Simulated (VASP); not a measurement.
Wanted: the native input for a VASP 6.6.1 run.

* Task: relaxation of cell and atoms
* Functional: LDA
* Potentials or basis: VASP PAW LDA potentials, release 64 (Sb, As)
* Cutoff: 600 eV
* k mesh: 12 × 12 × 12
* Occupations: fermi-dirac, width 0.15 eV
* Spin: no spin polarisation
* Dipole correction: no
* Further INCAR settings: ALGO = Normal; EDIFF = 1e-06; IBRION = 2; EDIFFG = -0.001; NSW = 80; ISIF = 3

The structure of SbAs lies in POSCAR:

```
SbAs
1.0
    2.0246799418      1.1689495094      3.3055213898
   -2.0246799418      1.1689495094      3.3055213898
    0.0000000000     -2.3378990188      3.3055213898
Sb As
1 1
Direct
    0.5000000000      0.5000000000      0.5000000000
    0.0000000000      0.0000000000      0.0000000000
```

These files were run (other wordings do the same):

INCAR

```
ALGO = Normal ; EDIFF = 1E-6
EDIFFG = -0.001 ; ENCUT = 600
GGA = CA ; IBRION = 2
ISIF = 3 ; ISMEAR = -1
LASPH = True ; LCHARG = False
LREAL = False ; LWAVE = False
NELM = 80 ; NSW = 80
PREC = Accurate ; SIGMA = 0.15
```

KPOINTS

```
k-points
0
Gamma
  12 12 12
```

Potentials or basis: VASP PAW LDA potentials, release 64 (Sb, As).

Run with:

```bash
$ cat potpaw_LDA.64/Sb/POTCAR potpaw_LDA.64/As/POTCAR > POTCAR
$ mpirun -np 1 vasp_std > vasp.out
```

Results of the run:

```
Relaxed volume                        : 23.56 Å³/atom
Relaxed cell                          : a = 4.054 Å, b = 4.054 Å, c = 4.054 Å, α = 60.01°, β = 60.01°, γ = 60.01°
Space group after relaxing (to 0.1 Å) : Fm-3m (No. 225)
Energy gained by relaxing             : 0.1 meV/atom
Ionic steps                           : 3
Pressure after relaxing               : 0.0 GPa
Band gap on the k mesh                : zero (bands 5 and 6 overlap by 0.56 eV)
```

Caveat: spin-orbit coupling is left out, which moves the levels of the heavy elements.

It took 48 s on 1 thread of Intel(R) Xeon(R) 6975P-C (Granite Rapids) (shared host), peak memory 0.26 GiB.
